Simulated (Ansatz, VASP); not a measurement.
**One calculation of Zn, two programs**

INCAR

```
PREC = Accurate ; ENCUT = 520
EDIFF = 1E-6 ; ISMEAR = 0
SIGMA = 0.15 ; LREAL = False
LASPH = True ; NELM = 80
ALGO = Fast ; ISIF = 2
LWAVE = False ; LCHARG = False
GGA = PS ; NBANDS = 19
```

File KPOINTS:

```
regular mesh
0
Gamma
  24 24 10
```

File POSCAR:

```
Zn
1.0
    2.7447419948      0.0000000000      0.0000000000
   -1.3723709974      2.3770162943      0.0000000000
    0.0000000000      0.0000000000      4.9467000000
Zn
2
Direct
    0.3333333333      0.6666666667      0.2500000000
    0.6666666667      0.3333333333      0.7500000000
```

Input for Ansatz:

```yaml
crystal:
  lattice:
    - [2.7447419948, 0.0, 0.0]
    - [-1.3723709974, 2.3770162943, 0.0]
    - [0.0, 0.0, 4.9467]
  atoms:
    - { symbol: Zn, position: [0.3333333333, 0.6666666667, 0.25] }
    - { symbol: Zn, position: [0.6666666667, 0.3333333333, 0.75] }
basis:
  ecutwfc: 420
kpoints:
  mp_grid: { grid: [24, 24, 10] }
hamiltonian:
  xc: pbesol
scf:
  occupations: { method: gaussian, width: 0.15 }
output:
  forces: true
  stress: true
  eigenvalues: true
```

Change from the starting cell: strain +0.030 along x and y, +0.000 along z, atoms carried along.

Alike in both runs: task single point; functional PBEsol; k mesh 24 × 24 × 10; occupations gaussian, width 0.15 eV; no spin polarisation.

|  | VASP | Ansatz |
| --- | --- | --- |
| version | VASP 6.6.1 | Ansatz 0.2.0 |
| potentials or method | VASP PAW PBE potentials, release 64 (Zn), cutoff 520 eV | scalar-relativistic, plane waves, PAW |
| valence electrons in the cell | 24 | 24 |

Ansatz gave:

```
gap on the k mesh at the Fermi level (eV)                     : none
pressure (GPa)                                                : -8.7
traceless stress, the component that is largest in VASP (GPa) : 2.10
```

**Question.** Which values does VASP return?

**Answer.** gap on the k mesh at the Fermi level (eV): none; pressure (GPa): -8.3; traceless stress, the component that is largest in VASP (GPa): 2.00.

VASP's potentials were made for PBE, not for PBEsol. A gap of «none» marks a metal or a gap that the smearing closes. The functional is the same, so the differences come from potentials, cutoffs and numerics.
